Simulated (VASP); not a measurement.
# Cu (Fm-3m) in VASP: notebook

The runs below take Cu through single point, relaxation of volume and atoms at fixed shape, with LDA.

Everything below comes from runs of VASP 6.6.1. Logs are shortened: lines on timing, memory, paths and dates and some standing lists are left out, and cuts for length are marked.

**1. The cell of the first run**

Symmetry: Fm-3m, No. 225, cubic system. Conventional cell: a = 3.516 Å, b = 3.516 Å, c = 3.516 Å, α = 90.00°, β = 90.00°, γ = 90.00°. Cu (site symmetry m-3m) has 12 Cu at 2.49 Å within 3.3 Å.

**2. Single point, LDA**

INCAR

```
PREC = Accurate
ENCUT = 600
EDIFF = 1E-6
ISMEAR = -1
SIGMA = 0.05
LREAL = F
LASPH = T
NELM = 120
ALGO = Normal
ISIF = 2
LWAVE = F
LCHARG = T
GGA = CA
LELF = T
LVHAR = T
NBANDS = 12
GGA_COMPAT = F
```

KPOINTS

```
regular mesh
0
Gamma
  12 12 12
```

POSCAR

```
Cu
1.0
    0.0000000000      1.7581451687      1.7581451687
    1.7581451687      0.0000000000      1.7581451687
    1.7581451687      1.7581451687      0.0000000000
Cu
1
Direct
    0.0000000000      0.0000000000      0.0000000000
```

Potentials or basis: VASP PAW LDA potentials, release 64 (Cu).

On the command line:

```sh
cat potpaw_LDA.64/Cu/POTCAR > POTCAR
mpirun -np 1 vasp_std > vasp.out
```

OUTCAR:

```text
PREC = Accurate
   ENCUT = 600
   EDIFF = 1E-6
   ISMEAR = -1
   LREAL = F
   LASPH = T
   NELM = 120
   ISIF = 2
   GGA = CA

 ion  position               nearest neighbor table
   1  0.000  0.000  0.000-

  LATTYP: Found a face centered cubic cell.
 ALAT       =     3.5162903374

  Lattice vectors:

 A1 = (   0.0000000000,   1.7581451687,   1.7581451687)
 A2 = (   1.7581451687,   0.0000000000,   1.7581451687)
 A3 = (   1.7581451687,   1.7581451687,   0.0000000000)

Analysis of symmetry for initial positions (statically):
=====================================================================
 Subroutine PRICEL returns:
 Original cell was already a primitive cell.

 Routine SETGRP: Setting up the symmetry group for a
 face centered cubic supercell.

 Subroutine GETGRP returns: Found 48 space group operations
 (whereof 48 operations were pure point group operations)
 out of a pool of 48 trial point group operations.

The static configuration has the point symmetry O_h .

Analysis of symmetry for dynamics (positions and initial velocities):
=====================================================================
 Subroutine PRICEL returns:
 Original cell was already a primitive cell.

 Routine SETGRP: Setting up the symmetry group for a
 face centered cubic supercell.

 Subroutine GETGRP returns: Found 48 space group operations
 (whereof 48 operations were pure point group operations)
 out of a pool of 48 trial point group operations.

The dynamic configuration has the point symmetry O_h .

 Subroutine INISYM returns: Found 48 space group operations
 (whereof 48 operations are pure point group operations),
 and found     1 'primitive' translations

----------------------------------------------------------------------------------------

                                     Primitive cell

  volume of cell :      10.8691

  direct lattice vectors                    reciprocal lattice vectors
     0.000000000  1.758145169  1.758145169    -0.284390623  0.284390623  0.284390623
     1.758145169  0.000000000  1.758145169     0.284390623 -0.284390623  0.284390623
     1.758145169  1.758145169  0.000000000     0.284390623  0.284390623 -0.284390623

  length of vectors
     2.486392742  2.486392742  2.486392742     0.492579008  0.492579008  0.492579008

  position of ions in fractional coordinates (direct lattice)
     0.000000000  0.000000000  0.000000000

  ion indices of the primitive-cell ions
   primitive index   ion index
                 1           1

----------------------------------------------------------------------------------------

 KPOINTS: regular mesh

Automatic generation of k-mesh.
 Grid dimensions read from file:
 generate k-points for:   12   12   12

 Generating k-lattice:

  Cartesian coordinates                     Fractional coordinates (reciprocal lattice)
    -0.023699219  0.023699219  0.023699219     0.083333333  0.000000000  0.000000000
     0.023699219 -0.023699219  0.023699219     0.000000000  0.083333333  0.000000000
     0.023699219  0.023699219 -0.023699219     0.000000000  0.000000000  0.083333333

  Length of vectors
     0.041048251  0.041048251  0.041048251

  Shift w.r.t. Gamma in fractional coordinates (k-lattice)
     0.000000000  0.000000000  0.000000000

 Subroutine IBZKPT returns following result:
 ===========================================

 Found     72 irreducible k-points:

 Following reciprocal coordinates:
            Coordinates               Weight
  0.000000  0.000000  0.000000      1.000000
  0.083333  0.000000  0.000000      8.000000
  0.166667  0.000000  0.000000      8.000000
  0.250000  0.000000  0.000000      8.000000
  0.333333  0.000000  0.000000      8.000000
  0.416667  0.000000  0.000000      8.000000
[... 16 lines left out ...]
  0.500000  0.166667  0.000000     24.000000
 -0.416667  0.166667  0.000000     24.000000
 [... further k-points ...]
   k-points           NKPTS =     72   k-points in BZ     NKDIM =     72   number of bands    NBANDS=     12
   number of dos      NEDOS =    301   number of ions     NIONS =      1
   total plane-waves  NPLWV =   8000
   dimension x,y,z NGX =    20 NGY =   20 NGZ =   20
   dimension x,y,z NGXF=    40 NGYF=   40 NGZF=   40
   ions per type =               1
   NGX,Y,Z   is equivalent  to a cutoff of  13.37, 13.37, 13.37 a.u.
   NGXF,Y,Z  is equivalent  to a cutoff of  26.74, 26.74, 26.74 a.u.
 SYSTEM =  unknown system
   PREC   = accura    normal or accurate (medium, high low for compatibility)
   ISTART =      0    job   : 0-new  1-cont  2-samecut
   ICHARG =      2    charge: 1-file 2-atom 10-const
   ISPIN  =      1    spin polarized calculation?
   LNONCOLLINEAR =      F non collinear calculations
   LSORBIT =      F    spin-orbit coupling
   LASPH  =      T    aspherical Exc in radial PAW
   ENCUT  =  600.0 eV  44.10 Ry    6.64 a.u.   4.97  4.97  4.97*2*pi/ulx,y,z
   NELM   =    120;   NELMIN=  2; NELMDL= -5     # of ELM steps
   EDIFF  = 0.1E-05   stopping-criterion for ELM
   LREAL  =      F    real-space projection
   EDIFFG = 0.1E-04   stopping-criterion for IOM
   NSW    =      0    number of steps for IOM
   IBRION =     -1    ionic relax: 0-MD 1-quasi-New 2-CG
   NFREE  =      0    steps in history (QN), initial steepest desc. (CG)
   ISIF   =      2    stress and relaxation
   ISYM   =      2    0-nonsym 1-usesym 2-fastsym
   POTIM  = 0.5000    time-step for ionic-motion
   TEBEG  =    0.0;   TEEND  =   0.0 temperature during run
   PSTRESS=    0.0 pullay stress
   NELECT =      11.0000    total number of electrons
   NUPDOWN=      -1.0000    fix difference up-down
   EMIN   =  10.00;   EMAX   =-10.00  energy-range for DOS
   EFERMI =   0.00;   METHOD = LEGACY
   ISMEAR =    -1;   SIGMA  =   0.05  broadening in eV -4-tet -1-fermi 0-gaus
   EFERMI_NEDOS =   21; number of points for ismear=-14 and -15
   IALGO  =     38    algorithm
   IMIX   =      4    mixing-type and parameters
     AMIX     =   0.40;   BMIX     =  1.00
     AMIX_MAG =   1.60;   BMIX_MAG =  1.00
  volume/ion in A,a.u.               =      10.87        73.35
  Fermi-wavevector in a.u.,A,eV,Ry     =   1.643644  3.106036 36.757015  2.701564
  Thomas-Fermi vector in A             =   2.733743
   LORBIT       =      0    0 simple, 1 ext, 2 COOP (PROOUT), +10 PAW based schemes
   GGA     = CA    functional components
   LHFCALC =     F    Hartree Fock is set to
   AEXX    =    0.0000 exact exchange contribution
   IVDW    =     0    specifies the selected vdW correction
   LEPSILON=     F    determine dielectric tensor
   LRPA    =     F    only Hartree local field effects (RPA)
 non-spin polarized calculation
  energy-cutoff  :      600.00
  volume of cell :       10.87
 maximum number of plane-waves:       380
   NGX =  9   NGY =  9   NGZ =  9

 number of electron      10.9999997 magnetization

 Free energy of the ion-electron system (eV)
  ---------------------------------------------------
  ext. energy  EPLUGINS =         0.00000000
  ---------------------------------------------------
  free energy    TOTEN  =        -4.70527029 eV

  energy without entropy =       -4.70298175  energy(sigma->0) =       -4.70412602

 E-fermi :   8.3584     XC(G=0): -13.5958

 val. band max:        8.2247460271   @ k =   0.4167   0.4167   0.0000
 cond. band min:       8.3757051199   @ k =   0.5000   0.3333   0.1667
 fundamental gap:      0.1509590927
 Fermi energy:         8.3584195438

 k-point     1 :       0.0000    0.0000    0.0000
  band No.  band energies     occupation
      1      -1.5723      2.00000
      2       5.0799      2.00000
      3       5.0799      2.00000
      4       5.0799      2.00000
      5       6.0326      2.00000
      6       6.0326      2.00000
      7      31.7609      0.00000
      8      34.8964      0.00000
      9      34.8964      0.00000
     10      34.8964      0.00000
     11      37.5156      0.00000
     12      37.5156      0.00000

 k-point     2 :       0.0833    0.0000    0.0000
  band No.  band energies     occupation
      1      -1.3045      2.00000
      2       5.0197      2.00000
      3       5.1326      2.00000
      4       5.1326      2.00000
      5       6.0124      2.00000
      6       6.0124      2.00000
      7      30.2099      0.00000
      8      32.8771      0.00000
      9      34.2027      0.00000
     10      34.2027      0.00000
     11      38.5518      0.00000
     12      38.5518      0.00000

 k-point     3 :       0.1667    0.0000    0.0000
  band No.  band energies     occupation
      1      -0.5256      2.00000
      2       4.8794      2.00000
      3       5.2383      2.00000
      4       5.2383      2.00000
      5       6.0011      2.00000
      6       6.0011      2.00000
      7      25.9263      0.00000
      8      32.3449      0.00000
      9      33.2118      0.00000
     10      33.2118      0.00000
     11      39.3521      0.00000
     12      39.8227      0.00000
[... 286 lines left out ...]
 k-point    23 :       0.5000    0.1667    0.0000
  band No.  band energies     occupation
      1       3.2809      2.00000
      2       4.6270      2.00000
      3       5.1710      2.00000
      4       5.4159      2.00000
      5       6.7000      2.00000
      6       8.9119      0.00003
      7      13.8410      0.00000
      8      24.9929      0.00000
      9      27.4909      0.00000
     10      29.7781      0.00000
     11      39.9593      0.00000
     12      40.3342      0.00000

 k-point    24 :      -0.4167    0.1667    0.0000
  band No.  band energies     occupation
      1       3.3401      2.00000
      2       4.6795      2.00000
      3       5.2642      2.00000
      4       5.3763      2.00000
      5       6.5645      2.00000
      6       9.4509      0.00000
      7      13.1368      0.00000
      8      23.9563      0.00000
      9      28.5855      0.00000
     10      30.1677      0.00000
     11      39.0377      0.00000
     12      39.8338      0.00000

 [... further k-points ...]
[... 5 lines left out ...]
  --------------------------------------------------------------------------------------
  -------------------------------------------------------------------------------------
  Total        0.0793544      0.0793544      0.0793544     -0.0000000      0.0000000      0.0000000
  in kB       11.6973448     11.6973448     11.6973448     -0.0000000      0.0000000      0.0000000
  external PRESSURE =      11.6973448 kB  Pullay stress =       0.0000000 kB

 VOLUME and BASIS-vectors are now :
 -----------------------------------------------------------------------------
  energy-cutoff  :      600.00
  volume of cell :       10.87
      direct lattice vectors                 reciprocal lattice vectors
     0.000000000  1.758145169  1.758145169    -0.284390623  0.284390623  0.284390623
     1.758145169  0.000000000  1.758145169     0.284390623 -0.284390623  0.284390623
     1.758145169  1.758145169  0.000000000     0.284390623  0.284390623 -0.284390623

 POSITION                                       TOTAL-FORCE (eV/Angst)
 -----------------------------------------------------------------------------------
      0.00000      0.00000      0.00000        -0.000000      0.000000      0.000000
 -----------------------------------------------------------------------------------
    total drift:                                0.000000     -0.000000      0.000000

  FREE ENERGIE OF THE ION-ELECTRON SYSTEM (eV)
  ---------------------------------------------------
  free  energy   TOTEN  =        -4.7052702891 eV

  energy  without entropy=       -4.7029817519  energy(sigma->0) =       -4.70412602
```

Run time: 4.3 s. Hardware: 1 thread of Intel Xeon 6975P-C (Granite Rapids), shared host; peak memory 0.12 GiB.

What came out:

```
Free energy            : -4.7053 eV
Pressure               : 1.2 GPa
Band gap on the k mesh : zero (an odd number of electrons rules out a gap without spin polarisation)
```

Levels at points of the mesh, in eV from the Fermi level:
```csv
k point,band 4,band 5,band 6,band 7,band 8,band 9
"(0.00, 0.00, 0.00)",-3.28,-2.33,-2.33,23.40,26.54,26.54
"(0.50, 0.00, 0.00)",-1.68,-1.68,-1.16,4.23,21.88,23.30
"(0.50, 0.50, 0.00)",-1.52,-1.52,1.49,7.78,13.73,13.73
```

**3. Relaxation of volume and atoms at fixed shape, LDA**

This run uses another cell than the first one, of 11.81 Å³/atom.

INCAR

```
PREC     = Accurate       # precision mode
ENCUT    = 600            # plane-wave cutoff, eV
EDIFF    = 1E-7           # SCF threshold, eV
ISMEAR   = -1             # smearing method
SIGMA    = 0.05           # smearing width, eV
LREAL    = False          # projectors in reciprocal space
LASPH    = True           # aspherical terms in the spheres
NELM     = 120            # most SCF steps
ALGO     = Normal         # electronic algorithm
ISIF     = 8              # what is computed and relaxed
LWAVE    = False          # write WAVECAR
LCHARG   = False          # write CHGCAR
IBRION   = 2              # ionic algorithm
NSW      = 80             # ionic steps
EDIFFG   = -0.01          # ionic threshold
GGA_COMPAT= False        
NELMIN   = 4
```

KPOINTS is that of step 2.

POSCAR

```
Cu
1.0
    0.0000000000      1.8075000000      1.8075000000
    1.8075000000      0.0000000000      1.8075000000
    1.8075000000      1.8075000000      0.0000000000
Cu
1
Direct
    0.0000000000      0.0000000000      0.0000000000
```

Potentials or basis: VASP PAW LDA potentials, release 64 (Cu).

On the command line:

```sh
cat potpaw_LDA.64/Cu/POTCAR > POTCAR
mpirun -np 1 vasp_std > vasp.out
```

It took 9.4 s on 1 thread of Intel Xeon 6975P-C (Granite Rapids), shared host; peak memory 0.13 GiB.

It converged, with:

```
Free energy                           : -4.7059 eV
Relaxed volume                        : 10.94 Å³/atom
Relaxed cell                          : a = 2.492 Å, b = 2.492 Å, c = 2.492 Å, α = 60.00°, β = 60.00°, γ = 60.00°
Space group after relaxing (to 0.1 Å) : Fm-3m (No. 225)
Energy gained by relaxing             : 34.9 meV/atom
Ionic steps                           : 3
Pressure after relaxing               : -0.1 GPa
Band gap on the k mesh                : zero (an odd number of electrons rules out a gap without spin polarisation)
```

Step by step:
```
step  energy change (eV)  largest force (eV/Å)  pressure (GPa)  volume (Å³)
   1              0.0000                0.0000          -11.76        11.81
   2             -0.0176                0.0000           10.71        10.39
   3             -0.0349                0.0000           -0.06        10.94
```

Final structure:
```cif
data_structure
_symmetry_space_group_name_H-M 'P 1'
_symmetry_Int_Tables_number 1
_cell_length_a 2.4915
_cell_length_b 2.4915
_cell_length_c 2.4915
_cell_angle_alpha 60.000
_cell_angle_beta 60.000
_cell_angle_gamma 60.000
_cell_volume 10.94
loop_
_atom_site_label
_atom_site_type_symbol
_atom_site_fract_x
_atom_site_fract_y
_atom_site_fract_z
_atom_site_occupancy
Cu1 Cu 0.00000 0.00000 0.00000 1
```

Levels at points of the mesh, in eV from the Fermi level:
| k point | band 3 | band 4 | band 5 | band 6 | band 7 | band 8 | band 9 |
| --- | --- | --- | --- | --- | --- | --- | --- |
| (0.00, 0.00, 0.00) | -3.25 | -3.25 | -2.31 | -2.31 | 23.36 | 26.44 | 26.44 |
| (0.50, 0.00, 0.00) | -3.29 | -1.67 | -1.67 | -1.14 | 4.20 | 21.84 | 23.20 |
| (0.50, 0.50, 0.00) | -1.69 | -1.51 | -1.51 | 1.50 | 7.74 | 13.68 | 13.68 |

LDA usually gives volumes a few per cent too small. Zero-point motion and thermal expansion aren't in these numbers.
